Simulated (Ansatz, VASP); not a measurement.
**Si: VASP beside Ansatz**

File INCAR:

```
PREC = Accurate
ENCUT = 520
EDIFF = 1E-6
ISMEAR = 0
SIGMA = 0.15
LREAL = F
LASPH = T
NELM = 60
ALGO = Normal
ISIF = 2
LWAVE = F
LCHARG = F
GGA = PS
NBANDS = 26
```

Contents of KPOINTS:

```
Automatic mesh
0
Gamma
  10 10 10
```

The input POSCAR:

```
Si
1.0
   -3.2382521597      3.2382521597      3.4811210716
    3.2382521597     -3.2382521597      3.4811210716
    3.2382521597      3.2382521597     -3.4811210716
Si
8
Direct
    0.2047947401      0.2047947401      0.2047947401
    0.5000000000      0.0000000000      0.2952052599
    0.2952052599      0.5000000000      0.0000000000
    0.0000000000      0.2952052599      0.5000000000
    0.7952052599      0.7952052599      0.7952052599
    0.5000000000      0.0000000000      0.7047947401
    0.7047947401      0.5000000000      0.0000000000
    0.0000000000      0.7047947401      0.5000000000
```

Input for Ansatz:

```yaml
crystal:
  lattice:
    - [-3.2382521597, 3.2382521597, 3.4811210716]
    - [3.2382521597, -3.2382521597, 3.4811210716]
    - [3.2382521597, 3.2382521597, -3.4811210716]
  atoms:
    - { symbol: Si, position: [0.2047947401, 0.2047947401, 0.2047947401] }
    - { symbol: Si, position: [0.5, 0.0, 0.2952052599] }
    - { symbol: Si, position: [0.2952052599, 0.5, 0.0] }
    - { symbol: Si, position: [0.0, 0.2952052599, 0.5] }
    - { symbol: Si, position: [0.7952052599, 0.7952052599, 0.7952052599] }
    - { symbol: Si, position: [0.5, 0.0, 0.7047947401] }
    - { symbol: Si, position: [0.7047947401, 0.5, 0.0] }
    - { symbol: Si, position: [0.0, 0.7047947401, 0.5] }
basis:
  ecutwfc: 420
kpoints:
  mp_grid: { grid: [10, 10, 10] }
hamiltonian:
  xc: pbesol
  pseudopotentials: { kind: paw, azcp: { folder: soft_1 } }
scf:
  occupations: { method: gaussian, width: 0.15 }
output:
  forces: true
  stress: true
  eigenvalues: true
```

Alike in both runs: task single point; functional PBEsol; k mesh 10 × 10 × 10; occupations gaussian, width 0.15 eV; no spin polarisation.

|  | VASP | Ansatz |
| --- | --- | --- |
| version | VASP 6.6.1 | Ansatz 0.2.0 |
| potentials or method | VASP PAW PBE potentials, release 64 (Si), cutoff 520 eV | scalar-relativistic, plane waves, PAW |
| valence electrons in the cell | 32 | 32 |

Ansatz gave:

| Quantity | Value |
| --- | --- |
| gap on the k mesh at the Fermi level (eV) | none |
| pressure (GPa) | -1.3 |
| traceless stress, the component that is largest in VASP (GPa) | -7.08 |
| rms of the force components (eV/Å) | 0.254 |

Task: What did VASP give for the same quantities?

Result: gap on the k mesh at the Fermi level (eV): none; pressure (GPa): -1.2; traceless stress, the component that is largest in VASP (GPa): -7.10; rms of the force components (eV/Å): 0.256.

VASP's potentials were made for PBE, not for PBEsol, and Ansatz warns of the same on its side. Atom by atom the forces differ by 0.006 eV/Å (rms over components). A gap of «none» marks a metal or a gap that the smearing closes. The functional is the same, so the differences come from potentials, cutoffs and numerics.
